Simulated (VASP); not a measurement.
# Lu (P6/mmm) in VASP: a series of runs, part 2 of 2

VASP 6.6.1. The steps go on from the part before.

**3. Relaxation of cell and atoms, PBE, target pressure 6.6 GPa, at which the enthalpy is minimised**

This run uses another cell than the first one: it holds 1 atom, not 3.

The input, INCAR:

```
  ALGO = Normal
  EDIFF = 1E-6
  EDIFFG = -0.005
  ENCUT = 600
  GGA = PE
  IBRION = 2
  ISIF = 3
  ISMEAR = -1
  LASPH = True
  LCHARG = False
  LREAL = False
  LWAVE = False
  NELM = 80
  NSW = 60
  PREC = Accurate
  PSTRESS = 66.0
  SIGMA = 0.05
```

The input, KPOINTS:

```
k-points
0
Gamma
  14 14 13
```

The input, POSCAR:

```
Lu
1.0
    3.1867003868      0.0000000000      0.0000000000
   -1.5933501934      2.7597634892      0.0000000000
    0.0000000000      0.0000000000      2.9954983636
Lu
1
Direct
    0.0000000000      0.0000000000      0.0000000000
```

Potentials or basis: VASP PAW PBE potentials, release 64 (Lu).

Launch:

```
> cat potpaw_PBE.64/Lu/POTCAR > POTCAR
> mpirun -np 1 vasp_std > vasp.out
```

OUTCAR:

```text
EDIFF = 1E-6
   EDIFFG = -0.005
   ENCUT = 600
   GGA = PE
   IBRION = 2
   ISIF = 3
   ISMEAR = -1
   LASPH = True
   LREAL = False
   NELM = 80
   NSW = 60
   PREC = Accurate
   PSTRESS = 66.0

 ion  position               nearest neighbor table
   1  0.000  0.000  0.000-

  LATTYP: Found a hexagonal cell.
 ALAT       =     3.1867003868
 C/A-ratio  =     0.9400000000

  Lattice vectors:

 A1 = (   3.1867003868,   0.0000000000,   0.0000000000)
 A2 = (  -1.5933501934,   2.7597634892,   0.0000000000)
 A3 = (   0.0000000000,   0.0000000000,   2.9954983636)

Analysis of symmetry for initial positions (statically):
=====================================================================
 Subroutine PRICEL returns:
 Original cell was already a primitive cell.

 Routine SETGRP: Setting up the symmetry group for a
 hexagonal supercell.

 Subroutine GETGRP returns: Found 24 space group operations
 (whereof 24 operations were pure point group operations)
 out of a pool of 24 trial point group operations.

The static configuration has the point symmetry D_6h.

Analysis of symmetry for dynamics (positions and initial velocities):
=====================================================================
 Subroutine PRICEL returns:
 Original cell was already a primitive cell.

 Routine SETGRP: Setting up the symmetry group for a
 hexagonal supercell.

 Subroutine GETGRP returns: Found 24 space group operations
 (whereof 24 operations were pure point group operations)
 out of a pool of 24 trial point group operations.

The dynamic configuration has the point symmetry D_6h.

 Subroutine INISYM returns: Found 24 space group operations
 (whereof 24 operations are pure point group operations),
 and found     1 'primitive' translations

----------------------------------------------------------------------------------------

                                     Primitive cell

  volume of cell :      26.3440

  direct lattice vectors                    reciprocal lattice vectors
     3.186700387  0.000000000  0.000000000     0.313804211  0.181174946  0.000000000
    -1.593350193  2.759763489  0.000000000     0.000000000  0.362349891  0.000000000
     0.000000000  0.000000000  2.995498364     0.000000000  0.000000000  0.333834267

  length of vectors
     3.186700387  3.186700387  2.995498364     0.362349891  0.362349891  0.333834267

  position of ions in fractional coordinates (direct lattice)
     0.000000000  0.000000000  0.000000000

  ion indices of the primitive-cell ions
   primitive index   ion index
                 1           1

----------------------------------------------------------------------------------------

 KPOINTS: k-points

Automatic generation of k-mesh.
 Grid dimensions read from file:
 generate k-points for:   14   14   13

 Generating k-lattice:

[... 41 lines left out ...]
  0.357143  0.285714  0.000000      6.000000
 [... further k-points ...]
   k-points           NKPTS =    168   k-points in BZ     NKDIM =    168   number of bands    NBANDS=     16
   number of dos      NEDOS =    301   number of ions     NIONS =      1
   total plane-waves  NPLWV =  18816
   dimension x,y,z NGX =    28 NGY =   28 NGZ =   24
   dimension x,y,z NGXF=    56 NGYF=   56 NGZF=   48
   ions per type =               1
   NGX,Y,Z   is equivalent  to a cutoff of  14.61, 14.61, 13.32 a.u.
   NGXF,Y,Z  is equivalent  to a cutoff of  29.21, 29.21, 26.64 a.u.
 SYSTEM =  unknown system
   PREC   = accura    normal or accurate (medium, high low for compatibility)
   ISTART =      0    job   : 0-new  1-cont  2-samecut
   ICHARG =      2    charge: 1-file 2-atom 10-const
   ISPIN  =      1    spin polarized calculation?
   LNONCOLLINEAR =      F non collinear calculations
   LSORBIT =      F    spin-orbit coupling
   LASPH  =      T    aspherical Exc in radial PAW
   ENCUT  =  600.0 eV  44.10 Ry    6.64 a.u.   6.36  6.36  5.98*2*pi/ulx,y,z
   NELM   =     80;   NELMIN=  2; NELMDL= -5     # of ELM steps
   EDIFF  = 0.1E-05   stopping-criterion for ELM
   LREAL  =      F    real-space projection
   EDIFFG = -.5E-02   stopping-criterion for IOM
   NSW    =     60    number of steps for IOM
   IBRION =      2    ionic relax: 0-MD 1-quasi-New 2-CG
   NFREE  =      1    steps in history (QN), initial steepest desc. (CG)
   ISIF   =      3    stress and relaxation
   ISYM   =      2    0-nonsym 1-usesym 2-fastsym
   POTIM  = 0.5000    time-step for ionic-motion
   TEBEG  =    0.0;   TEEND  =   0.0 temperature during run
   PSTRESS=   66.0 pullay stress
   NELECT =      25.0000    total number of electrons
   NUPDOWN=      -1.0000    fix difference up-down
   EMIN   =  10.00;   EMAX   =-10.00  energy-range for DOS
   EFERMI =   0.00;   METHOD = LEGACY
   ISMEAR =    -1;   SIGMA  =   0.05  broadening in eV -4-tet -1-fermi 0-gaus
   EFERMI_NEDOS =   21; number of points for ismear=-14 and -15
   IALGO  =     38    algorithm
   IMIX   =      4    mixing-type and parameters
     AMIX     =   0.40;   BMIX     =  1.00
     AMIX_MAG =   1.60;   BMIX_MAG =  1.00
  volume/ion in A,a.u.               =      26.34       177.78
  Fermi-wavevector in a.u.,A,eV,Ry     =   1.608771  3.040136 35.213819  2.588143
  Thomas-Fermi vector in A             =   2.704587
   LORBIT       =      0    0 simple, 1 ext, 2 COOP (PROOUT), +10 PAW based schemes
   GGA     = PE    functional components
   LHFCALC =     F    Hartree Fock is set to
   AEXX    =    0.0000 exact exchange contribution
   IVDW    =     0    specifies the selected vdW correction
   LEPSILON=     F    determine dielectric tensor
   LRPA    =     F    only Hartree local field effects (RPA)
 conjugate gradient relaxation of ions
 non-spin polarized calculation
  energy-cutoff  :      600.00
  volume of cell :       26.34
 maximum number of plane-waves:       897
 NGX is ok and might be reduce to    28

--------------------------------------- Ionic step        1  -------------------------------------------

 number of electron      24.9999995 magnetization

 Free energy of the ion-electron system (eV)
  ---------------------------------------------------
  ext. energy  EPLUGINS =         0.00000000
  ---------------------------------------------------
  free energy    TOTEN  =        -3.93050364 eV

  energy without entropy =       -3.91192086  energy(sigma->0) =       -3.92121225

------------------------ aborting loop because EDIFF is reached ----------------------------------------

  FORCE on cell =-STRESS in cart. coord.  units (eV):
  Direction    XX          YY          ZZ          XY          YZ          ZX
  --------------------------------------------------------------------------------------
  -------------------------------------------------------------------------------------
  Total        1.0283146      1.0283146      1.5997147      0.0000000      0.0000000      0.0000000
  in kB       62.5394965     62.5394965     97.2906099      0.0000000      0.0000000      0.0000000
  external PRESSURE =       8.1232009 kB  Pullay stress =      66.0000000 kB
[... 94 lines left out ...]
  energy  without entropy=       -3.9441547263  energy(sigma->0) =       -3.95490955

  enthalpy is  TOTEN    =        -2.8520613939 eV   P V=        1.1136029745

[... ionic steps 4 to 57 ...]

--------------------------------------- Ionic step       58  -------------------------------------------

 number of electron      24.9999997 magnetization

------------------------ aborting loop because EDIFF is reached ----------------------------------------
[... 69 lines left out ...]
--------------------------------------- Ionic step       60  -------------------------------------------

 number of electron      24.9999997 magnetization

 Free energy of the ion-electron system (eV)
  ---------------------------------------------------
  ext. energy  EPLUGINS =         0.00000000
  ---------------------------------------------------
  free energy    TOTEN  =        -3.95943637 eV

  energy without entropy =       -3.93793770  energy(sigma->0) =       -3.94868703

 E-fermi :   2.4520     XC(G=0): -11.0264

 val. band max:        2.4431573996   @ k =   0.4286   0.1429   0.4615
 cond. band min:       2.4532648418   @ k =   0.4286   0.0000   0.0769
 fundamental gap:      0.0101074422
 Fermi energy:         2.4520295103

 k-point     1 :       0.0000    0.0000    0.0000
  band No.  band energies     occupation
      1     -53.7179      2.00000
      2     -24.1259      2.00000
      3     -23.9619      2.00000
      4     -23.9619      2.00000
      5      -3.6209      2.00000
      6      -2.5611      2.00000
[... 433 lines left out ...]
      3     -24.4902      2.00000
      4     -24.0148      2.00000
      5      -2.5474      2.00000
      6      -2.5358      2.00000
[... 8 lines left out ...]
     15       6.7902      0.00000
     16       7.3265      0.00000

 [... further k-points ...]
[... 5 lines left out ...]
  --------------------------------------------------------------------------------------
  -------------------------------------------------------------------------------------
  Total        1.1050119      1.1050119      1.1068557      0.0000000      0.0000000      0.0000000
  in kB       65.8689823     65.8689823     65.9788932      0.0000000      0.0000000      0.0000000
  external PRESSURE =      -0.0943808 kB  Pullay stress =      66.0000000 kB
[... 20 lines left out ...]
  energy  without entropy=       -3.9379376982  energy(sigma->0) =       -3.94868703

  enthalpy is  TOTEN    =        -2.8522265519 eV   P V=        1.1072098155

 reached required accuracy - stopping structural energy minimisation
```

CONTCAR:

```text
Lu
   1.00000000000000
     3.1713841975941359    0.0000000000000000   -0.0000000000000000
    -1.5856920987970680    2.7464992802211681   -0.0000000000000000
     0.0000000000000000   -0.0000000000000000    3.0858032110829572
  Lu
     1
Direct
     0.0000000000000000    0.0000000000000000    0.0000000000000000

  0.00000000E+00  0.00000000E+00  0.00000000E+00
```

Wall time 51 min (1 thread of Oxide Virtual Turin-like, shared host); peak memory 0.22 GiB.

What came out:

```yaml
Free_energy: -3.9594 eV
Relaxed_volume: 26.88 Å³/atom
Relaxed_cell: a = 3.171 Å, b = 3.171 Å, c = 3.086 Å, α = 90.00°, β = 90.00°, γ = 120.00°
Space_group_after_relaxing_to_0.1_Å: P6/mmm (No. 191)
Energy_change_on_relaxing_the_run_minimises_the_enthalpy: -28.9 meV/atom
Ionic_steps: 60
Pressure_after_relaxing: 6.6 GPa
Band_gap_on_the_k_mesh: zero (an odd number of electrons rules out a gap without spin polarisation)
```

Step by step:
```
step  energy change (eV)  largest force (eV/Å)  pressure (GPa)  volume (Å³)
   1              0.0000                0.0000            7.41        26.34
   3             -0.0352                0.0000            6.20        27.03
   5             -0.0321                0.0000            6.23        26.96
   7             -0.0292                0.0000            6.53        26.88
   9             -0.0260                0.0000            6.73        26.81
  11             -0.0278                0.0000            6.76        26.85
  13             -0.0335                0.0000            6.45        26.99
  15             -0.0298                0.0000            6.52        26.90
  17             -0.0283                0.0000            6.55        26.86
  19             -0.0281                0.0000            6.63        26.86
  21             -0.0285                0.0000            6.78        26.87
  23             -0.0288                0.0000            6.72        26.87
  25             -0.0288                0.0000            6.70        26.88
  27             -0.0288                0.0000            6.58        26.88
  29             -0.0288                0.0000            6.57        26.88
  31             -0.0288                0.0000            6.59        26.87
  33             -0.0286                0.0000            6.36        26.87
  35             -0.0283                0.0000            6.60        26.86
  37             -0.0279                0.0000            6.57        26.85
  39             -0.0263                0.0000            6.41        26.81
  41             -0.0258                0.0000            6.77        26.80
  43             -0.0262                0.0000            6.85        26.81
  45             -0.0269                0.0000            6.75        26.83
  47             -0.0299                0.0000            6.56        26.90
  49             -0.0288                0.0000            6.57        26.88
  51             -0.0283                0.0000            6.60        26.86
  53             -0.0285                0.0000            6.65        26.87
  55             -0.0286                0.0000            6.73        26.87
  57             -0.0289                0.0000            6.78        26.88
  59             -0.0289                0.0000            6.63        26.88
  60             -0.0289                0.0000            6.59        26.88
```

Final structure:
```yaml
crystal:
  lattice:
    - [3.17138, 0.00000, 0.00000]
    - [-1.58569, 2.74650, 0.00000]
    - [0.00000, 0.00000, 3.08580]
  atoms:
    - { symbol: Lu, position: [0.00000, 0.00000, 0.00000] }
```

Levels at points of the mesh, in eV from the Fermi level:
```
           k point  band 11  band 12  band 13  band 14  band 15  band 16
(0.00, 0.00, 0.00)    -4.90    -4.81    -0.48     2.51     2.51     7.33
(0.50, 0.00, 0.00)    -4.86    -2.53     0.16     0.78     3.59     6.52
```

Caveat: the cell is relaxed towards a set pressure, so the run minimises the enthalpy, not the energy; spin-orbit coupling is left out, which moves the levels of the heavy elements.

**4. Relaxation of cell and atoms, PBE, target pressure 6.6 GPa, at which the enthalpy is minimised**

This run uses another cell than the first one: it holds 1 atom, not 3.

The input, INCAR:

```
ALGO     = Normal         # electronic algorithm
EDIFF    = 1E-6           # SCF threshold, eV
EDIFFG   = -0.005         # ionic threshold
ENCUT    = 600            # plane-wave cutoff, eV
GGA      = PE             # functional
IBRION   = 2              # ionic algorithm
ISIF     = 3              # what is computed and relaxed
ISMEAR   = -1             # smearing method
LASPH    = T              # aspherical terms in the spheres
LCHARG   = F              # write CHGCAR
LREAL    = F              # projectors in reciprocal space
LWAVE    = F              # write WAVECAR
NELM     = 60             # most SCF steps
NSW      = 32             # ionic steps
PREC     = Accurate       # precision mode
PSTRESS  = 66.0         
SIGMA    = 0.05           # smearing width, eV
```

KPOINTS is that of step 3.

The input, POSCAR:

```
Lu
1.0
    3.1654296430      0.0000000000      0.0000000000
   -1.5827148215      2.7413424848      0.0000000000
    0.0000000000      0.0000000000      3.0806617561
Lu
1
Direct
    0.0000000000      0.0000000000      0.0000000000
```

Launch:

```
> cat potpaw_PBE.64/Lu/POTCAR > POTCAR
> mpirun -np 1 vasp_std > vasp.out
```

Wall time 16 min (1 thread of Oxide Virtual Turin-like, shared host); peak memory 0.21 GiB.

It converged, with:

```yaml
Free_energy: -3.9592 eV
Relaxed_volume: 26.87 Å³/atom
Relaxed_cell: a = 3.171 Å, b = 3.171 Å, c = 3.086 Å, α = 90.00°, β = 90.00°, γ = 120.00°
Space_group_after_relaxing_to_0.1_Å: P6/mmm (No. 191)
Energy_change_on_relaxing_the_run_minimises_the_enthalpy: -5.8 meV/atom
Ionic_steps: 18
Pressure_after_relaxing: 6.6 GPa
Band_gap_on_the_k_mesh: zero (an odd number of electrons rules out a gap without spin polarisation)
```

Step by step:
```tsv
step	energy change (eV)	largest force (eV/Å)	pressure (GPa)	volume (Å³)
1	0.0000	0.0000	6.87	26.73
2	-0.0072	0.0000	6.66	26.90
3	-0.0089	0.0000	6.45	26.95
4	-0.0076	0.0000	6.49	26.91
5	-0.0073	0.0000	6.53	26.91
6	-0.0056	0.0000	6.28	26.86
7	-0.0001	0.0000	6.83	26.74
8	-0.0027	0.0000	6.74	26.80
9	-0.0042	0.0000	6.98	26.83
10	-0.0049	0.0000	6.80	26.85
11	-0.0052	0.0000	6.65	26.86
12	-0.0053	0.0000	6.63	26.86
13	-0.0054	0.0000	6.82	26.86
14	-0.0055	0.0000	6.68	26.86
15	-0.0075	0.0000	6.55	26.91
16	-0.0067	0.0000	6.53	26.89
17	-0.0061	0.0000	6.52	26.88
18	-0.0058	0.0000	6.60	26.87
```

Final structure:
```cif
data_structure
_symmetry_space_group_name_H-M 'P 1'
_symmetry_Int_Tables_number 1
_cell_length_a 3.1708
_cell_length_b 3.1708
_cell_length_c 3.0860
_cell_angle_alpha 90.000
_cell_angle_beta 90.000
_cell_angle_gamma 120.000
_cell_volume 26.87
loop_
_atom_site_label
_atom_site_type_symbol
_atom_site_fract_x
_atom_site_fract_y
_atom_site_fract_z
_atom_site_occupancy
Lu1 Lu 0.00000 0.00000 0.00000 1
```

Levels at points of the mesh, in eV from the Fermi level:
| k point | band 9 | band 10 | band 11 | band 12 | band 13 | band 14 | band 15 | band 16 |
| --- | --- | --- | --- | --- | --- | --- | --- | --- |
| (0.00, 0.00, 0.00) | -4.93 | -4.90 | -4.90 | -4.81 | -0.48 | 2.51 | 2.51 | 7.33 |
| (0.50, 0.00, 0.00) | -4.87 | -4.86 | -4.86 | -2.53 | 0.16 | 0.78 | 3.59 | 6.52 |

Caveat: the cell is relaxed towards a set pressure, so the run minimises the enthalpy, not the energy; spin-orbit coupling is left out, which moves the levels of the heavy elements.

**5. Summary**

| task | cell | k mesh | cutoff (eV) | gap on the mesh (eV) | pressure (GPa) |
| --- | --- | --- | --- | --- | --- |
| single point | a = 5.215, b = 5.215, c = 3.265 Å, angles 90.0, 90.0, 120.0°, 3 atoms, atomic positions A | 7 × 7 × 10 | 520 | none | 7.4 |
| relaxation of cell and atoms | relaxed to 6.6 GPa from a = 3.187, b = 3.187, c = 2.995 Å, angles 90.0, 90.0, 120.0°, 1 atom, atomic positions B | 14 × 14 × 13 | 600 | none | 6.6 |
| relaxation of cell and atoms | relaxed to 6.6 GPa from a = 3.165, b = 3.165, c = 3.081 Å, angles 90.0, 90.0, 120.0°, 1 atom, atomic positions B | 14 × 14 × 13 | 600 | none | 6.6 |

Alike in all rows: level PBE; potentials or basis VASP PAW PBE potentials, release 64 (Lu); no spin polarisation; smearing fermi-dirac 0.05 eV.

Caveats: spin-orbit coupling is left out, which moves the levels of the heavy elements; the cell is relaxed towards a set pressure, so the run minimises the enthalpy, not the energy (at least some runs); the cell stands under pressure (at least some runs).

Absolute energies hang on the potentials; compare differences alone.
